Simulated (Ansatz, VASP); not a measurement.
# P: VASP beside Ansatz

```
P
1.0
    -1.82836    2.99302    3.07328
     1.82836   -2.99302    3.07328
     1.82836    2.99302   -3.07328
P
4
Direct
  0.91153 0.34046 0.57107
  0.73060 0.65954 0.07107
  0.08847 0.65954 0.42893
  0.26940 0.34046 0.92893
```

Alike in both runs: task relaxation of cell and atoms; functional PBE; k mesh 6 × 6 × 6; occupations gaussian, width 0.1 eV; no spin polarisation.

|  | VASP | Ansatz |
| --- | --- | --- |
| version | VASP 6.6.1 | Ansatz 0.2.0 |
| potentials or method | VASP PAW PBE potentials, release 64 (P), cutoff 600 eV | scalar-relativistic, plane waves, PAW |
| valence electrons in the cell | 20 | 20 |

VASP gave:

- gap on the k mesh at the Fermi level, each at its own relaxed structure (eV): none
- relaxed volume (Å³/atom): 17.76
- relaxed length of the cell vector where the two differ most in proportion (Å): 4.521

Task: Estimate Ansatz's values.

Result: gap on the k mesh at the Fermi level, each at its own relaxed structure (eV): none; relaxed volume (Å³/atom): 16.87; relaxed length of the cell vector where the two differ most in proportion (Å): 4.954.

A gap of «none» marks a metal or a gap that the smearing closes. One of these differences is far larger than is usual between the two programs; its cause wasn't traced.
